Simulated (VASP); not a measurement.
# Mo (P6/mmm) in VASP: further runs

Mo is run at these levels: LDA; tasks: single point.

Everything below comes from runs of VASP 6.6.1. Logs are shortened: lines on timing, memory, paths and dates and some standing lists are left out, and cuts for length are marked.

**1. The cell of the first run**

Symmetry: P6/mmm, No. 191, hexagonal system. Conventional cell: a = 2.650 Å, b = 2.650 Å, c = 2.723 Å, α = 90.00°, β = 90.00°, γ = 120.00°. Within 3.5 Å of Mo (site symmetry 6/mmm) lie 8 Mo at 2.65 to 2.72 Å.

This isn't the form of Mo at room conditions, which is bcc.

**2. Single point, LDA**

Input file INCAR:

```
SYSTEM = Mo
PREC     = Accurate       ! precision mode
ENCUT    = 520            ! plane-wave cutoff, eV
EDIFF    = 1E-7           ! SCF threshold, eV
ISMEAR   = 0              ! smearing method
SIGMA    = 0.15           ! smearing width, eV
LREAL    = .FALSE.        ! projectors in reciprocal space
LASPH    = .TRUE.         ! aspherical terms in the spheres
NELM     = 100            ! most SCF steps
ALGO     = Fast           ! electronic algorithm
ISIF     = 2              ! what is computed and relaxed
LWAVE    = .FALSE.        ! write WAVECAR
LCHARG   = .FALSE.        ! write CHGCAR
GGA      = CA             ! functional
NBANDS   = 13             ! bands
```

Input file KPOINTS:

```
Automatic mesh
0
G
  24 24 20
  0 0 0
```

Input file POSCAR:

```
Mo
1.0
    2.6499690891      0.0000000000      0.0000000000
   -1.3249845445      2.2949405504      0.0000000000
    0.0000000000      0.0000000000      2.7228062693
Mo
1
Direct
    0.0000000000      0.0000000000      0.5000000000
```

Potentials or basis: VASP PAW LDA potentials, release 64 (Mo_sv).

Started as:

```
$ cat potpaw_LDA.64/Mo_sv/POTCAR > POTCAR
$ mpirun -np 1 vasp_std > vasp.out
```

OUTCAR:

```text
SYSTEM = Mo
   PREC = Accurate
   ENCUT = 520
   EDIFF = 1E-7
   ISMEAR = 0
   LREAL = .FALSE.
   LASPH = .TRUE.
   NELM = 100
   ISIF = 2
   GGA = CA

 ion  position               nearest neighbor table
   1  0.000  0.000  0.500-

  LATTYP: Found a hexagonal cell.
 ALAT       =     2.6499690891
 C/A-ratio  =     1.0274860490

  Lattice vectors:

 A1 = (   2.6499690891,   0.0000000000,   0.0000000000)
 A2 = (  -1.3249845445,   2.2949405504,   0.0000000000)
 A3 = (   0.0000000000,   0.0000000000,   2.7228062693)

Analysis of symmetry for initial positions (statically):
=====================================================================
 Subroutine PRICEL returns:
 Original cell was already a primitive cell.

 Routine SETGRP: Setting up the symmetry group for a
 hexagonal supercell.

 Subroutine GETGRP returns: Found 24 space group operations
 (whereof 24 operations were pure point group operations)
 out of a pool of 24 trial point group operations.

The static configuration has the point symmetry D_6h.

Analysis of symmetry for dynamics (positions and initial velocities):
=====================================================================
 Subroutine PRICEL returns:
 Original cell was already a primitive cell.

 Routine SETGRP: Setting up the symmetry group for a
 hexagonal supercell.

 Subroutine GETGRP returns: Found 24 space group operations
 (whereof 24 operations were pure point group operations)
 out of a pool of 24 trial point group operations.

The dynamic configuration has the point symmetry D_6h.

 Subroutine INISYM returns: Found 24 space group operations
 (whereof 24 operations are pure point group operations),
 and found     1 'primitive' translations

----------------------------------------------------------------------------------------

                                     Primitive cell

  volume of cell :      16.5588

  direct lattice vectors                    reciprocal lattice vectors
     2.649969089  0.000000000  0.000000000     0.377362892  0.217870567  0.000000000
    -1.324984544  2.294940550  0.000000000     0.000000000  0.435741135  0.000000000
     0.000000000  0.000000000  2.722806269     0.000000000  0.000000000  0.367268142

  length of vectors
     2.649969089  2.649969089  2.722806269     0.435741135  0.435741135  0.367268142

  position of ions in fractional coordinates (direct lattice)
     0.000000000  0.000000000  0.500000000

  ion indices of the primitive-cell ions
   primitive index   ion index
                 1           1

----------------------------------------------------------------------------------------

 KPOINTS: Automatic mesh

Automatic generation of k-mesh.
 Grid dimensions read from file:
 generate k-points for:   24   24   20

 Generating k-lattice:

  Cartesian coordinates                     Fractional coordinates (reciprocal lattice)
     0.015723454  0.009077940  0.000000000     0.041666667  0.000000000  0.000000000
     0.000000000  0.018155881  0.000000000     0.000000000  0.041666667  0.000000000
     0.000000000  0.000000000  0.018363407     0.000000000  0.000000000  0.050000000

  Length of vectors
     0.018155881  0.018155881  0.018363407

  Shift w.r.t. Gamma in fractional coordinates (k-lattice)
     0.000000000  0.000000000  0.000000000

 Subroutine IBZKPT returns following result:
 ===========================================

 Found    671 irreducible k-points:

 Following reciprocal coordinates:
            Coordinates               Weight
  0.000000  0.000000  0.000000      1.000000
  0.041667  0.000000  0.000000      6.000000
  0.083333  0.000000  0.000000      6.000000
  0.125000  0.000000  0.000000      6.000000
  0.166667  0.000000  0.000000      6.000000
  0.208333  0.000000  0.000000      6.000000
[... 16 lines left out ...]
  0.416667  0.041667  0.000000     12.000000
  0.458333  0.041667  0.000000     12.000000
 [... further k-points ...]
   k-points           NKPTS =    671   k-points in BZ     NKDIM =    671   number of bands    NBANDS=     13
   number of dos      NEDOS =    301   number of ions     NIONS =      1
   total plane-waves  NPLWV =   8000
   dimension x,y,z NGX =    20 NGY =   20 NGZ =   20
   dimension x,y,z NGXF=    40 NGYF=   40 NGZF=   40
   ions per type =               1
   NGX,Y,Z   is equivalent  to a cutoff of  12.55, 12.55, 12.21 a.u.
   NGXF,Y,Z  is equivalent  to a cutoff of  25.09, 25.09, 24.42 a.u.
 SYSTEM =  Mo
   PREC   = accura    normal or accurate (medium, high low for compatibility)
   ISTART =      0    job   : 0-new  1-cont  2-samecut
   ICHARG =      2    charge: 1-file 2-atom 10-const
   ISPIN  =      1    spin polarized calculation?
   LNONCOLLINEAR =      F non collinear calculations
   LSORBIT =      F    spin-orbit coupling
   LASPH  =      T    aspherical Exc in radial PAW
   ENCUT  =  520.0 eV  38.22 Ry    6.18 a.u.   4.93  4.93  5.06*2*pi/ulx,y,z
   NELM   =    100;   NELMIN=  2; NELMDL= -5     # of ELM steps
   EDIFF  = 0.1E-06   stopping-criterion for ELM
   LREAL  =      F    real-space projection
   EDIFFG = 0.1E-05   stopping-criterion for IOM
   NSW    =      0    number of steps for IOM
   IBRION =     -1    ionic relax: 0-MD 1-quasi-New 2-CG
   NFREE  =      0    steps in history (QN), initial steepest desc. (CG)
   ISIF   =      2    stress and relaxation
   ISYM   =      2    0-nonsym 1-usesym 2-fastsym
   POTIM  = 0.5000    time-step for ionic-motion
   TEBEG  =    0.0;   TEEND  =   0.0 temperature during run
   PSTRESS=    0.0 pullay stress
   NELECT =      14.0000    total number of electrons
   NUPDOWN=      -1.0000    fix difference up-down
   EMIN   =  10.00;   EMAX   =-10.00  energy-range for DOS
   EFERMI =   0.00;   METHOD = LEGACY
   ISMEAR =     0;   SIGMA  =   0.15  broadening in eV -4-tet -1-fermi 0-gaus
   EFERMI_NEDOS =   21; number of points for ismear=-14 and -15
   IALGO  =     68    algorithm
   IMIX   =      4    mixing-type and parameters
     AMIX     =   0.40;   BMIX     =  1.00
     AMIX_MAG =   1.60;   BMIX_MAG =  1.00
  volume/ion in A,a.u.               =      16.56       111.74
  Fermi-wavevector in a.u.,A,eV,Ry     =   1.548013  2.925320 32.604229  2.396343
  Thomas-Fermi vector in A             =   2.653024
   LORBIT       =      0    0 simple, 1 ext, 2 COOP (PROOUT), +10 PAW based schemes
   GGA     = CA    functional components
   LHFCALC =     F    Hartree Fock is set to
   AEXX    =    0.0000 exact exchange contribution
   IVDW    =     0    specifies the selected vdW correction
   LEPSILON=     F    determine dielectric tensor
   LRPA    =     F    only Hartree local field effects (RPA)
 non-spin polarized calculation
 RMM-DIIS sequential band-by-band and
 Gauss-broadening in eV      SIGMA  =   0.15
  energy-cutoff  :      520.00
  volume of cell :       16.56
 maximum number of plane-waves:       460
 NGX is ok and might be reduce to    20

 number of electron      13.9999995 magnetization

 Free energy of the ion-electron system (eV)
  ---------------------------------------------------
  ext. energy  EPLUGINS =         0.00000000
  ---------------------------------------------------
  free energy    TOTEN  =       -11.08893518 eV

  energy without entropy =      -11.07618568  energy(sigma->0) =      -11.08256043

 E-fermi :  11.5953     XC(G=0): -13.1673

 val. band max:       11.5942550037   @ k =   0.1250   0.0417   0.1000
 cond. band min:      11.6113413335   @ k =   0.3333   0.1250   0.0000
 fundamental gap:      0.0170863297
 Fermi energy:        11.5953426129

 k-point     1 :       0.0000    0.0000    0.0000
  band No.  band energies     occupation
      1     -49.2307      2.00000
      2     -22.9661      2.00000
      3     -22.4686      2.00000
      4     -22.4686      2.00000
      5       4.6808      2.00000
      6       7.2237      2.00000
      7      10.6335      2.00000
      8      10.6335      2.00000
      9      15.3502      0.00000
     10      15.3502      0.00000
     11      24.8585      0.00000
     12      25.1078      0.00000
     13      33.3060      0.00000

 k-point     2 :       0.0417    0.0000    0.0000
  band No.  band energies     occupation
      1     -49.2253      2.00000
      2     -22.9622      2.00000
      3     -22.5022      2.00000
      4     -22.4760      2.00000
      5       4.7546      2.00000
      6       7.2648      2.00000
      7      10.5563      2.00000
      8      10.7040      2.00000
      9      15.2342      0.00000
     10      15.3336      0.00000
     11      25.0360      0.00000
     12      25.2849      0.00000
     13      32.5481      0.00000

 k-point     3 :       0.0833    0.0000    0.0000
  band No.  band energies     occupation
      1     -49.2095      2.00000
      2     -22.9505      2.00000
      3     -22.5998      2.00000
      4     -22.4977      2.00000
      5       4.9684      2.00000
      6       7.3859      2.00000
      7      10.3462      2.00000
      8      10.9142      2.00000
      9      14.9144      0.00000
     10      15.2853      0.00000
     11      25.5377      0.00000
     12      25.7876      0.00000
     13      31.2897      0.00000
[... 305 lines left out ...]
 k-point    23 :       0.4167    0.0417    0.0000
  band No.  band energies     occupation
      1     -48.9154      2.00000
      2     -24.2092      2.00000
      3     -22.8934      2.00000
      4     -22.7361      2.00000
      5       6.4855      2.00000
      6       8.8176      2.00000
      7      11.3137      1.99208
      8      12.6123      0.00000
      9      14.4333      0.00000
     10      16.3567      0.00000
     11      22.6692      0.00000
     12      26.1194      0.00000
     13      27.8097      0.00000

 k-point    24 :       0.4583    0.0417    0.0000
  band No.  band energies     occupation
      1     -48.9041      2.00000
      2     -24.2652      2.00000
      3     -22.9076      2.00000
      4     -22.7279      2.00000
      5       6.4184      2.00000
      6       8.9426      2.00000
      7      11.2161      1.99965
      8      12.8814      0.00000
      9      14.4041      0.00000
     10      16.6835      0.00000
     11      22.5376      0.00000
     12      25.7964      0.00000
     13      27.3892      0.00000

 [... further k-points ...]

------------------------ aborting loop because EDIFF is reached ----------------------------------------

  FORCE on cell =-STRESS in cart. coord.  units (eV):
  Direction    XX          YY          ZZ          XY          YZ          ZX
  --------------------------------------------------------------------------------------
  -------------------------------------------------------------------------------------
  Total        0.6114360      0.6114360     -2.3131502      0.0000000      0.0000000      0.0000000
  in kB       59.1606015     59.1606015   -223.8130648      0.0000000      0.0000000      0.0000000
  external PRESSURE =     -35.1639539 kB  Pullay stress =       0.0000000 kB

 VOLUME and BASIS-vectors are now :
 -----------------------------------------------------------------------------
  energy-cutoff  :      520.00
  volume of cell :       16.56
      direct lattice vectors                 reciprocal lattice vectors
     2.649969089  0.000000000  0.000000000     0.377362892  0.217870567  0.000000000
    -1.324984544  2.294940550  0.000000000     0.000000000  0.435741135  0.000000000
     0.000000000  0.000000000  2.722806269     0.000000000  0.000000000  0.367268142

 POSITION                                       TOTAL-FORCE (eV/Angst)
 -----------------------------------------------------------------------------------
      0.00000      0.00000      1.36140         0.000000      0.000000      0.000000
 -----------------------------------------------------------------------------------
    total drift:                               -0.000000      0.000000     -0.000000

  FREE ENERGIE OF THE ION-ELECTRON SYSTEM (eV)
  ---------------------------------------------------
  free  energy   TOTEN  =       -11.0889351799 eV

  energy  without entropy=      -11.0761856763  energy(sigma->0) =      -11.08256043
```

Wall time 45 s (1 thread of Intel Xeon 6975P-C (Granite Rapids), shared host); peak memory 0.23 GiB.

What came out:

```yaml
Free_energy: -11.0889 eV
Pressure: -3.5 GPa
Band_gap_on_the_k_mesh: zero (bands 7 and 8 overlap by 1.95 eV)
```

Levels at points of the mesh, in eV from the Fermi level:
```
           k point  band 3  band 4  band 5  band 6  band 7  band 8  band 9  band 10  band 11  band 12
(0.00, 0.00, 0.00)  -34.06  -34.06   -6.91   -4.37   -0.96   -0.96    3.75     3.75    13.26    13.51
(0.50, 0.00, 0.00)  -34.48  -34.32   -5.26   -2.65   -0.41    1.44    2.87     5.02    10.98    14.40
(0.00, 0.00, 0.50)  -33.98  -33.98   -4.44   -0.75   -0.47   -0.47    1.61     1.61     7.80    15.67
(0.50, 0.00, 0.50)  -35.26  -34.39   -5.36   -4.26    0.18    5.21    5.33     5.91     7.20    15.83
```

Caveat: the stress differs along the axes, from -22 to 6 GPa.

**3. Single point, LDA**

This run uses another cell than the first one, of the same volume but with other edges.

Input file INCAR:

```
  PREC = Accurate
  ENCUT = 520
  EDIFF = 1E-6
  ISMEAR = 0
  SIGMA = 0.15
  LREAL = False
  LASPH = True
  NELM = 60
  ALGO = Fast
  ISIF = 2
  LWAVE = False
  LCHARG = False
  NBANDS = 13
```

Input file KPOINTS:

```
regular mesh
0
Gamma
  24 24 20
```

Input file POSCAR:

```
Mo
1.0
    2.7729877995      0.0000000000      0.0000000000
   -1.3864938997      2.4014778787      0.0000000000
    0.0000000000      0.0000000000      2.4865800244
Mo
1
Direct
    0.0000000000      0.0000000000      0.5000000000
```

Potentials or basis: VASP PAW LDA potentials, release 64 (Mo_sv).

Started as:

```
$ cat potpaw_LDA.64/Mo_sv/POTCAR > POTCAR
$ mpirun -np 1 vasp_std > vasp.out
```

Wall time 34 s (1 thread of Intel Xeon 6975P-C (Granite Rapids), shared host); peak memory 0.23 GiB.

The run converged. Its results:

```
Free energy            : -11.2346 eV
Pressure               : -7.5 GPa
Band gap on the k mesh : zero (bands 7 and 8 overlap by 1.90 eV)
```

Stress tensor (GPa, compression positive):
```
-8.20  0.00  0.00
 0.00 -8.20  0.00
 0.00  0.00 -6.16
```

Levels at points of the mesh, in eV from the Fermi level:
```tsv
k point	band 4	band 5	band 6	band 7	band 8	band 9	band 10	band 11
(0.00, 0.00, 0.00)	-33.83	-6.69	-4.34	-0.91	-0.91	4.34	4.34	12.81
(0.50, 0.00, 0.00)	-33.70	-4.80	-3.33	0.99	1.58	3.75	4.20	9.79
(0.00, 0.00, 0.50)	-33.94	-3.37	0.09	0.09	0.39	0.39	0.49	11.10
(0.50, 0.00, 0.50)	-34.21	-5.34	-3.02	-0.80	4.65	6.37	6.70	7.33
```

Caveat: the cell stands under tension.

**4. Single point, LDA**

Input file INCAR:

```
SYSTEM = Mo
PREC     = Accurate       ! precision mode
ENCUT    = 520            ! plane-wave cutoff, eV
EDIFF    = 1E-6           ! SCF threshold, eV
ISMEAR   = 0              ! smearing method
SIGMA    = 0.15           ! smearing width, eV
LREAL    = .False.        ! projectors in reciprocal space
LASPH    = .True.         ! aspherical terms in the spheres
NELM     = 80             ! most SCF steps
ALGO     = Fast           ! electronic algorithm
ISIF     = 2              ! what is computed and relaxed
LWAVE    = .False.        ! write WAVECAR
LCHARG   = .True.         ! write CHGCAR
LELF     = .True.         ! ELF
LVHAR    = .True.       
NBANDS   = 13             ! bands
```

Input file KPOINTS:

```
Automatic mesh
0
Gamma
  24 24 20
  0 0 0
```

Input file POSCAR:

```
Mo
1.0
    2.6913815451      0.0000000000      0.0000000000
   -1.3456907725      2.3308047893      0.0000000000
    0.0000000000      0.0000000000      2.6396589451
Mo
1
Direct
    0.0000000000      0.0000000000      0.5000000000
```

Started as:

```
$ cat potpaw_LDA.64/Mo_sv/POTCAR > POTCAR
$ mpirun -np 1 vasp_std > vasp.out
```

Run time: 38 s. Hardware: 1 thread of Intel Xeon 6975P-C (Granite Rapids), shared host; peak memory 0.23 GiB.

Results (log left out):

| Item | Value |
| --- | --- |
| Free energy | -11.1710 eV |
| Pressure | -6.0 GPa |
| Band gap on the k mesh | zero (bands 7 and 8 overlap by 1.85 eV) |

Stress tensor (GPa, compression positive):
```
  1.24   0.00   0.00
  0.00   1.24   0.00
  0.00   0.00 -20.42
```

Levels at points of the mesh, in eV from the Fermi level:
| k point | band 3 | band 4 | band 5 | band 6 | band 7 | band 8 | band 9 | band 10 | band 11 | band 12 |
| --- | --- | --- | --- | --- | --- | --- | --- | --- | --- | --- |
| (0.00, 0.00, 0.00) | -34.13 | -34.13 | -6.88 | -4.35 | -0.95 | -0.95 | 3.86 | 3.86 | 13.27 | 14.40 |
| (0.50, 0.00, 0.00) | -34.50 | -34.18 | -5.11 | -2.91 | 0.22 | 1.25 | 3.08 | 4.71 | 10.56 | 13.88 |
| (0.00, 0.00, 0.50) | -34.02 | -34.02 | -4.13 | -0.38 | -0.31 | -0.31 | 1.19 | 1.19 | 8.87 | 15.85 |
| (0.50, 0.00, 0.50) | -35.41 | -34.37 | -5.37 | -3.87 | -0.16 | 4.96 | 5.67 | 6.12 | 7.18 | 15.92 |

Caveat: the stress differs along the axes, from -20 to 1 GPa.

**5. Summary**

```csv
cell,further INCAR settings,gap on the mesh (eV),pressure (GPa)
"a = 2.650, b = 2.650, c = 2.723 Å, angles 90.0, 90.0, 120.0°, 1 atom",ALGO = Fast; EDIFF = 1e-07; NBANDS = 13,none,-3.5
"a = 2.773, b = 2.773, c = 2.487 Å, angles 90.0, 90.0, 120.0°, 1 atom",ALGO = Fast; EDIFF = 1e-06; NBANDS = 13,none,-7.5
"a = 2.691, b = 2.691, c = 2.640 Å, angles 90.0, 90.0, 120.0°, 1 atom",ALGO = Fast; EDIFF = 1e-06; NBANDS = 13,none,-6.0
```

Alike in all rows: task single point; level LDA; potentials or basis VASP PAW LDA potentials, release 64 (Mo_sv); no spin polarisation; k mesh 24 × 24 × 20; cutoff (eV) 520; smearing gaussian 0.15 eV.

Caveats: the stress differs along the axes, from -22 to 6 GPa (at least some runs); the cell stands under tension (at least some runs); the stress differs along the axes, from -20 to 1 GPa (at least some runs).

Total energies depend on the potentials used, so only differences within one code and one set of settings carry meaning.
